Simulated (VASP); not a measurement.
# HgTe (Coloradoite) (F-43m) in VASP: notebook

Runs on HgTe (Coloradoite). Level: PBEsol. Tasks: single point.

Everything below comes from runs of VASP 6.6.1. Logs are shortened: lines on timing, memory, paths and dates and some standing lists are left out, and cuts for length are marked.

## 1. The cell of the first run

It takes space group F-43m (No. 216, cubic). The conventional cell has a = 6.509 Å, b = 6.509 Å, c = 6.509 Å, α = 90.00°, β = 90.00°, γ = 90.00°. Within 3.7 Å of Hg (site symmetry -43m) lie 4 Te at 2.82 Å. Within 3.7 Å of Te (site symmetry -43m) lie 4 Hg at 2.82 Å.

## 2. Single point, PBEsol

INCAR reads:

```
SYSTEM = HgTe
  PREC = Accurate
  ENCUT = 520
  EDIFF = 1E-6
  ISMEAR = 0
  SIGMA = 0.1
  LREAL = .False.
  LASPH = .True.
  NELM = 100
  ALGO = Normal
  ISIF = 2
  LWAVE = .False.
  LCHARG = .True.
  GGA = PS
  LELF = .True.
  LVHAR = .True.
  NBANDS = 16
```

KPOINTS reads:

```
Automatic mesh
0
Gamma
  4 4 4
  0 0 0
```

POSCAR reads:

```
HgTe
1.0
    0.0000000000      3.2547153917      3.2547153917
    3.2547153917      0.0000000000      3.2547153917
    3.2547153917      3.2547153917      0.0000000000
Hg Te
1 1
Direct
    0.0000000000      0.0000000000      0.0000000000
    0.2500000000      0.2500000000      0.2500000000
```

Potentials or basis: VASP PAW PBE potentials, release 64 (Hg, Te).

The run is started by

```bash
> cat potpaw_PBE.64/Hg/POTCAR potpaw_PBE.64/Te/POTCAR > POTCAR
> mpirun -np 1 vasp_std > vasp.out
```

OUTCAR:

```text
SYSTEM = HgTe
   PREC = Accurate
   ENCUT = 520
   EDIFF = 1E-6
   ISMEAR = 0
   LREAL = .False.
   LASPH = .True.
   NELM = 100
   ISIF = 2
   GGA = PS

 ion  position               nearest neighbor table
   1  0.000  0.000  0.000-   2 2.82   2 2.82   2 2.82   2 2.82
   2  0.250  0.250  0.250-   1 2.82   1 2.82   1 2.82   1 2.82

  LATTYP: Found a face centered cubic cell.
 ALAT       =     6.5094307834

  Lattice vectors:

 A1 = (   0.0000000000,   3.2547153917,   3.2547153917)
 A2 = (   3.2547153917,   0.0000000000,   3.2547153917)
 A3 = (   3.2547153917,   3.2547153917,   0.0000000000)

Analysis of symmetry for initial positions (statically):
=====================================================================
 Subroutine PRICEL returns:
 Original cell was already a primitive cell.

 Routine SETGRP: Setting up the symmetry group for a
 face centered cubic supercell.

 Subroutine GETGRP returns: Found 24 space group operations
 (whereof 24 operations were pure point group operations)
 out of a pool of 48 trial point group operations.

The static configuration has the point symmetry T_d .

Analysis of symmetry for dynamics (positions and initial velocities):
=====================================================================
 Subroutine PRICEL returns:
 Original cell was already a primitive cell.

 Routine SETGRP: Setting up the symmetry group for a
 face centered cubic supercell.

 Subroutine GETGRP returns: Found 24 space group operations
 (whereof 24 operations were pure point group operations)
 out of a pool of 48 trial point group operations.

The dynamic configuration has the point symmetry T_d .

 Subroutine INISYM returns: Found 24 space group operations
 (whereof 24 operations are pure point group operations),
 and found     1 'primitive' translations

----------------------------------------------------------------------------------------

                                     Primitive cell

  volume of cell :      68.9555

  direct lattice vectors                    reciprocal lattice vectors
     0.000000000  3.254715392  3.254715392    -0.153623263  0.153623263  0.153623263
     3.254715392  0.000000000  3.254715392     0.153623263 -0.153623263  0.153623263
     3.254715392  3.254715392  0.000000000     0.153623263  0.153623263 -0.153623263

  length of vectors
     4.602862649  4.602862649  4.602862649     0.266083297  0.266083297  0.266083297

  position of ions in fractional coordinates (direct lattice)
     0.000000000  0.000000000  0.000000000
     0.250000000  0.250000000  0.250000000

  ion indices of the primitive-cell ions
   primitive index   ion index
                 1           1
                 2           2

----------------------------------------------------------------------------------------

 KPOINTS: Automatic mesh

Automatic generation of k-mesh.
 Grid dimensions read from file:
 generate k-points for:    4    4    4

 Generating k-lattice:

  Cartesian coordinates                     Fractional coordinates (reciprocal lattice)
    -0.038405816  0.038405816  0.038405816     0.250000000  0.000000000  0.000000000
     0.038405816 -0.038405816  0.038405816     0.000000000  0.250000000  0.000000000
     0.038405816  0.038405816 -0.038405816     0.000000000  0.000000000  0.250000000

  Length of vectors
     0.066520824  0.066520824  0.066520824

  Shift w.r.t. Gamma in fractional coordinates (k-lattice)
     0.000000000  0.000000000  0.000000000

 Subroutine IBZKPT returns following result:
 ===========================================

 Found      8 irreducible k-points:

 Following reciprocal coordinates:
            Coordinates               Weight
  0.000000  0.000000  0.000000      1.000000
  0.250000  0.000000  0.000000      8.000000
  0.500000  0.000000  0.000000      4.000000
  0.250000  0.250000  0.000000      6.000000
  0.500000  0.250000  0.000000     24.000000
 -0.250000  0.250000  0.000000     12.000000
  0.500000  0.500000  0.000000      3.000000
 -0.250000  0.500000  0.250000      6.000000
   k-points           NKPTS =      8   k-points in BZ     NKDIM =      8   number of bands    NBANDS=     16
   number of dos      NEDOS =    301   number of ions     NIONS =      2
   total plane-waves  NPLWV =  46656
   dimension x,y,z NGX =    36 NGY =   36 NGZ =   36
   dimension x,y,z NGXF=    72 NGYF=   72 NGZF=   72
   ions per type =               1   1
   NGX,Y,Z   is equivalent  to a cutoff of  13.00, 13.00, 13.00 a.u.
   NGXF,Y,Z  is equivalent  to a cutoff of  26.00, 26.00, 26.00 a.u.
 SYSTEM =  HgTe
   PREC   = accura    normal or accurate (medium, high low for compatibility)
   ISTART =      0    job   : 0-new  1-cont  2-samecut
   ICHARG =      2    charge: 1-file 2-atom 10-const
   ISPIN  =      1    spin polarized calculation?
   LNONCOLLINEAR =      F non collinear calculations
   LSORBIT =      F    spin-orbit coupling
   LASPH  =      T    aspherical Exc in radial PAW
   ENCUT  =  520.0 eV  38.22 Ry    6.18 a.u.   8.56  8.56  8.56*2*pi/ulx,y,z
   NELM   =    100;   NELMIN=  2; NELMDL= -5     # of ELM steps
   EDIFF  = 0.1E-05   stopping-criterion for ELM
   LREAL  =      F    real-space projection
   EDIFFG = 0.1E-04   stopping-criterion for IOM
   NSW    =      0    number of steps for IOM
   IBRION =     -1    ionic relax: 0-MD 1-quasi-New 2-CG
   NFREE  =      0    steps in history (QN), initial steepest desc. (CG)
   ISIF   =      2    stress and relaxation
   ISYM   =      2    0-nonsym 1-usesym 2-fastsym
   POTIM  = 0.5000    time-step for ionic-motion
   TEBEG  =    0.0;   TEEND  =   0.0 temperature during run
   PSTRESS=    0.0 pullay stress
   NELECT =      18.0000    total number of electrons
   NUPDOWN=      -1.0000    fix difference up-down
   EMIN   =  10.00;   EMAX   =-10.00  energy-range for DOS
   EFERMI =   0.00;   METHOD = LEGACY
   ISMEAR =     0;   SIGMA  =   0.10  broadening in eV -4-tet -1-fermi 0-gaus
   EFERMI_NEDOS =   21; number of points for ismear=-14 and -15
   IALGO  =     38    algorithm
   IMIX   =      4    mixing-type and parameters
     AMIX     =   0.40;   BMIX     =  1.00
     AMIX_MAG =   1.60;   BMIX_MAG =  1.00
  volume/ion in A,a.u.               =      34.48       232.67
  Fermi-wavevector in a.u.,A,eV,Ry     =   1.046267  1.977158 14.893961  1.094675
  Thomas-Fermi vector in A             =   2.181098
   LORBIT       =      0    0 simple, 1 ext, 2 COOP (PROOUT), +10 PAW based schemes
   GGA     = PS    functional components
   LHFCALC =     F    Hartree Fock is set to
   AEXX    =    0.0000 exact exchange contribution
   IVDW    =     0    specifies the selected vdW correction
   LEPSILON=     F    determine dielectric tensor
   LRPA    =     F    only Hartree local field effects (RPA)
 non-spin polarized calculation
 Gauss-broadening in eV      SIGMA  =   0.10
  energy-cutoff  :      520.00
  volume of cell :       68.96
 maximum number of plane-waves:      1880
 NGX is ok and might be reduce to    36
   NGX = 17   NGY = 17   NGZ = 17

 number of electron      18.0000002 magnetization

 Free energy of the ion-electron system (eV)
  ---------------------------------------------------
  ext. energy  EPLUGINS =         0.00000000
  ---------------------------------------------------
  free energy    TOTEN  =        -4.28490627 eV

  energy without entropy =       -4.28249592  energy(sigma->0) =       -4.28370110

 E-fermi :   2.7927     XC(G=0):  -8.8254

 val. band max:        2.7621968129   @ k =   0.0000   0.0000   0.0000
 cond. band min:       3.3858441133   @ k =   0.5000   0.0000   0.0000
 fundamental gap:      0.6236473004
 Fermi energy:         2.7926538008

 k-point     1 :       0.0000    0.0000    0.0000
  band No.  band energies     occupation
      1      -9.1063      2.00000
      2      -4.4874      2.00000
      3      -4.4874      2.00000
      4      -4.4874      2.00000
      5      -3.9816      2.00000
      6      -3.9816      2.00000
[... 8 lines left out ...]
     15      12.2551      0.00000
     16      12.2551      0.00000

 k-point     2 :       0.2500    0.0000    0.0000
  band No.  band energies     occupation
      1      -8.8422      2.00000
      2      -4.4210      2.00000
      3      -4.4210      2.00000
      4      -4.3350      2.00000
      5      -3.9827      2.00000
      6      -3.9827      2.00000
[... 8 lines left out ...]
     15      11.1935      0.00000
     16      11.1935      0.00000

 k-point     3 :       0.5000    0.0000    0.0000
  band No.  band energies     occupation
      1      -8.5517      2.00000
      2      -4.3697      2.00000
      3      -4.3697      2.00000
      4      -3.9615      2.00000
      5      -3.9615      2.00000
      6      -3.6906      2.00000
[... 8 lines left out ...]
     15      12.7212      0.00000
     16      12.7212      0.00000

 k-point     4 :       0.2500    0.2500    0.0000
  band No.  band energies     occupation
      1      -8.7520      2.00000
      2      -4.4176      2.00000
      3      -4.3407      2.00000
      4      -4.3407      2.00000
      5      -4.0073      2.00000
      6      -3.9518      2.00000
[... 8 lines left out ...]
     15      12.5631      0.00000
     16      12.6395      0.00000

 k-point     5 :       0.5000    0.2500    0.0000
  band No.  band energies     occupation
      1      -8.4584      2.00000
      2      -4.3318      2.00000
      3      -4.2653      2.00000
      4      -4.1000      2.00000
      5      -3.9496      2.00000
      6      -3.7054      2.00000
[... 8 lines left out ...]
     15      12.9778      0.00000
     16      13.2710      0.00000

 k-point     6 :      -0.2500    0.2500    0.0000
  band No.  band energies     occupation
      1      -8.5575      2.00000
      2      -4.3404      2.00000
      3      -4.3364      2.00000
      4      -4.0630      2.00000
      5      -3.9987      2.00000
      6      -3.8914      2.00000
[... 8 lines left out ...]
     15      11.9795      0.00000
     16      13.1781      0.00000

 k-point     7 :       0.5000    0.5000    0.0000
  band No.  band energies     occupation
      1      -8.3574      2.00000
      2      -4.3150      2.00000
      3      -4.1616      2.00000
      4      -4.1616      2.00000
      5      -3.9216      2.00000
      6      -3.5516      2.00000
[... 8 lines left out ...]
     15      13.0249      0.00000
     16      14.1002      0.00000

 k-point     8 :      -0.2500    0.5000    0.2500
  band No.  band energies     occupation
      1      -8.3586      2.00000
      2      -4.2735      2.00000
      3      -4.2308      2.00000
      4      -4.0314      2.00000
      5      -4.0172      2.00000
      6      -3.3945      2.00000
[... 8 lines left out ...]
     15      13.6988      0.00000
     16      13.7917      0.00000

------------------------ aborting loop because EDIFF is reached ----------------------------------------

  FORCE on cell =-STRESS in cart. coord.  units (eV):
  Direction    XX          YY          ZZ          XY          YZ          ZX
  --------------------------------------------------------------------------------------
  -------------------------------------------------------------------------------------
  Total        0.2432407      0.2432407      0.2432407     -0.0000000     -0.0000000      0.0000000
  in kB        5.6516830      5.6516830      5.6516830     -0.0000000     -0.0000000      0.0000000
  external PRESSURE =       5.6516830 kB  Pullay stress =       0.0000000 kB

 VOLUME and BASIS-vectors are now :
 -----------------------------------------------------------------------------
  energy-cutoff  :      520.00
  volume of cell :       68.96
      direct lattice vectors                 reciprocal lattice vectors
     0.000000000  3.254715392  3.254715392    -0.153623263  0.153623263  0.153623263
     3.254715392  0.000000000  3.254715392     0.153623263 -0.153623263  0.153623263
     3.254715392  3.254715392  0.000000000     0.153623263  0.153623263 -0.153623263

 POSITION                                       TOTAL-FORCE (eV/Angst)
 -----------------------------------------------------------------------------------
      0.00000      0.00000      0.00000         0.000000      0.000000      0.000000
      1.62736      1.62736      1.62736        -0.000000     -0.000000     -0.000000
 -----------------------------------------------------------------------------------
    total drift:                               -0.000000     -0.000000     -0.000000

  FREE ENERGIE OF THE ION-ELECTRON SYSTEM (eV)
  ---------------------------------------------------
  free  energy   TOTEN  =        -4.2849062707 eV

  energy  without entropy=       -4.2824959220  energy(sigma->0) =       -4.28370110
```

Run time: 19 s. Hardware: 1 thread of AMD EPYC 7R43 (Zen 3), shared host; peak memory 0.16 GiB.

What came out:

- Free energy: -4.2849 eV
- Pressure: 0.6 GPa
- Band gap on the k mesh: zero (filled and empty bands touch)

Caveat: the k points lie up to 0.42 Å⁻¹ apart; the PAW data sets were made with another functional, which shifts forces and pressure a little; spin-orbit coupling is left out, which moves the levels of the heavy elements.

(Continued in part 2 of 2.)
